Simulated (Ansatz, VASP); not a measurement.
# HfO2: VASP beside Ansatz

File INCAR:

```
PREC = Accurate
ENCUT = 600
EDIFF = 1E-6
ISMEAR = -1
SIGMA = 0.1
LREAL = False
LASPH = True
NELM = 100
ALGO = Normal
ISIF = 3
LWAVE = False
LCHARG = False
GGA = PS
IBRION = 2
NSW = 60
EDIFFG = -0.005
```

The input KPOINTS:

```
regular mesh
0
Gamma
  11 11 11
```

File POSCAR:

```
HfO2
1.0
    0.0000000000      2.4662120743      2.4662120743
    2.4662120743      0.0000000000      2.4662120743
    2.4662120743      2.4662120743      0.0000000000
Hf O
1 2
Direct
    0.0000000000      0.0000000000      0.0000000000
    0.2500000000      0.2500000000      0.2500000000
    0.7500000000      0.7500000000      0.7500000000
```

Input for Ansatz:

```yaml
crystal:
  lattice:
    - [0.0, 2.4662120743, 2.4662120743]
    - [2.4662120743, 0.0, 2.4662120743]
    - [2.4662120743, 2.4662120743, 0.0]
  atoms:
    - { symbol: Hf, position: [0.0, 0.0, 0.0] }
    - { symbol: O, position: [0.25, 0.25, 0.25] }
    - { symbol: O, position: [0.75, 0.75, 0.75] }
kpoints:
  mp_grid: { grid: [11, 11, 11] }
scf:
  occupations: { method: fermi_dirac, width: 0.1 }
hamiltonian:
  xc: pbesol
  pseudopotentials: { kind: paw }
output:
  forces: true
  stress: true
relax:
  f_tol: 0.005
  max_steps: 40
  cell: {}
```

Alike in both runs: task relaxation of cell and atoms; functional PBEsol; k mesh 11 × 11 × 11; occupations fermi-dirac, width 0.1 eV; no spin polarisation.

|  | VASP | Ansatz |
| --- | --- | --- |
| version | VASP 6.6.1 | Ansatz 0.2.0 |
| potentials or method | VASP PAW PBE potentials, release 64 (Hf_pv, O) | PAW with Ansatz's default frozen-core files, scalar-relativistic |
| plane-wave cutoff (eV) | 600 | 420 |
| valence electrons in the cell | 22 | 38 |

Ansatz gave:

* relaxed volume (Å³/atom): 10.69
* relaxed cell length with the largest relative difference (Å): 3.566

Q: What did VASP give for the same quantities?

A: Relaxed volume (Å³/atom): 10.54; relaxed cell length with the largest relative difference (Å): 3.549.

VASP's potentials were made for PBE, not for PBEsol. VASP's potentials hold 22 valence electrons a cell and Ansatz's 38, so a difference there can come from the potentials and not from the codes.

Neither program's run includes spin-orbit coupling.
